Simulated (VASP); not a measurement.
Wanted: the native input for a VASP 6.6.1 run.

```
Task                   : single point
Functional             : PBE
Potentials or basis    : VASP PAW PBE potentials, release 64 (Sn_d, Te)
Cutoff                 : 520 eV
k mesh                 : 10 × 10 × 10
Occupations            : gaussian, width 0.03 eV
Spin                   : no spin polarisation
Dipole correction      : no
Further INCAR settings : ALGO = Normal; EDIFF = 1e-06; NBANDS = 17
```

The structure of SnTe lies in POSCAR:

```
SnTe
1.0
    0.0000000000      3.1407175000      3.1565000000
    3.1565000000      0.0000000000      3.1565000000
    3.1565000000      3.1407175000      0.0000000000
Sn Te
1 1
Direct
    0.0000000000      0.0000000000      0.0000000000
    0.5000000000      0.5000000000      0.5000000000
```

This cell differs from its parent crystal: strain -0.0050 x Voigt [0, 1, 0, 0, 0, 0].

One way to write it, as run:

INCAR

```
  ALGO = Normal
  EDIFF = 1E-6
  ENCUT = 520
  GGA = PE
  ISIF = 2
  ISMEAR = 0
  LASPH = T
  LCHARG = F
  LREAL = F
  LWAVE = F
  NBANDS = 17
  NELM = 100
  PREC = Accurate
  SIGMA = 0.03
```

KPOINTS

```
k-points
0
Gamma
  10 10 10
```

Potentials or basis: VASP PAW PBE potentials, release 64 (Sn_d, Te).

The run is started by

```console
$ cat potpaw_PBE.64/Sn_d/POTCAR potpaw_PBE.64/Te/POTCAR > POTCAR
$ mpirun -np 1 vasp_std > vasp.out
```

It gave:

| Property | Result |
| --- | --- |
| Pressure | 2.2 GPa |
| Band gap on the k mesh | 0.10 eV, direct |

Caveat: the cell differs from its parent crystal (strain -0.0050 x Voigt [0, 1, 0, 0, 0, 0]); spin-orbit coupling is left out, which moves the levels of the heavy elements.

Wall time 97 s on 1 thread of Intel(R) Xeon(R) Platinum 8259CL CPU @ 2.50GHz (Skylake/Cascade Lake), with other jobs on the host, peak memory 0.28 GiB.
